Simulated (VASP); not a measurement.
Runs of VASP 6.6.1 on SiC. The structure is that of space group P6_3mc (No. 186), or close to it. The cells are those of the table. 

```csv
level,potentials or basis,cell,smearing,gap on the mesh (eV),pressure (GPa),largest force (eV/Å)
PBEsol,"VASP PAW PBE potentials, release 64 (Si, C)","a = 3.079, b = 3.079, c = 15.107 Å, angles 90.0, 90.0, 120.0°, 12 atoms",fermi-dirac 0.02 eV,1.91,0.3,-
LDA,"VASP PAW LDA potentials, release 64 (Si, C)","a = 3.059, b = 3.059, c = 15.011 Å, angles 90.0, 90.0, 120.0°, 12 atoms",fermi-dirac 0.02 eV,1.97,(a),-
PBE,"VASP PAW PBE potentials, release 64 (Si, C)","a = 3.078, b = 3.078, c = 15.108 Å, angles 90.0, 90.0, 120.0°, 12 atoms",fermi-dirac 0.02 eV,2.02,3.5,0.01
PBE,"VASP PAW PBE potentials, release 64 (Si, C)","a = 3.095, b = 3.095, c = 15.187 Å, angles 90.0, 90.0, 120.0°, 12 atoms",fermi-dirac 0.02 eV,2.03,(b),-
LDA,"VASP PAW LDA potentials, release 64 (Si, C)","a = 3.078, b = 3.078, c = 15.108 Å, angles 90.0, 90.0, 120.0°, 12 atoms",gaussian 0.01 eV,1.97,(c),0.01
```

Alike in all rows: task single point; no spin polarisation; k mesh 12 × 12 × 2; cutoff (eV) 520.

Task: Estimate the missing entries.

Result: (a) 0.4; (b) 0.0; (c) -3.8.

Caveats: the PAW data sets were made with another functional, which shifts forces and pressure a little (at least some runs); the cell stands under pressure (at least some runs); the cell stands under tension (at least some runs).

A k mesh can miss the band edges.
